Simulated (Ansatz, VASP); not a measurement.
**ScInTeSe in VASP and in Ansatz**

```
Sc In Te Se
1.0
     3.30506    0.00000    0.00000
    -1.65253    2.86226    0.00000
     0.00000    0.00000   12.50520
Sc In Te Se
1 1 1 1
Direct
  0.00000 0.00000 0.91951
  0.00000 0.00000 0.67996
  0.00000 0.00000 0.44543
  0.00000 0.00000 0.12154
```

Alike in both runs: functional PBE; k mesh 4 × 4 × 2; occupations gaussian, width 0.15 eV; no spin polarisation.

Ansatz relaxed the structure, and its values are those at the end. VASP's run is a single point on that final structure, the one shown.

|  | VASP | Ansatz |
| --- | --- | --- |
| version | VASP 6.6.1 | Ansatz 0.2.0 |
| potentials or method | VASP PAW PBE potentials, release 64 (Sc_sv, In_d, Te, Se), cutoff 500 eV | scalar-relativistic, plane waves, PAW |
| valence electrons in the cell | 36 | 56 |

|  | VASP | Ansatz | Ansatz less VASP |
| --- | --- | --- | --- |
| gap on the k mesh at the Fermi level (eV) | none | none | - |
| pressure (GPa) | 0.0 | -0.1 | -0.01 |
| rms of the force components (eV/Å) | 0.010 | 0.004 | -0.0057 |

A gap of «none» marks a metal or a gap that the smearing closes. VASP's potentials hold 36 valence electrons a cell and Ansatz's 56, so a difference there can come from the potentials and not from the codes.

The k mesh is coarse, so the values compare programs but aren't converged. Neither program's run includes spin-orbit coupling.
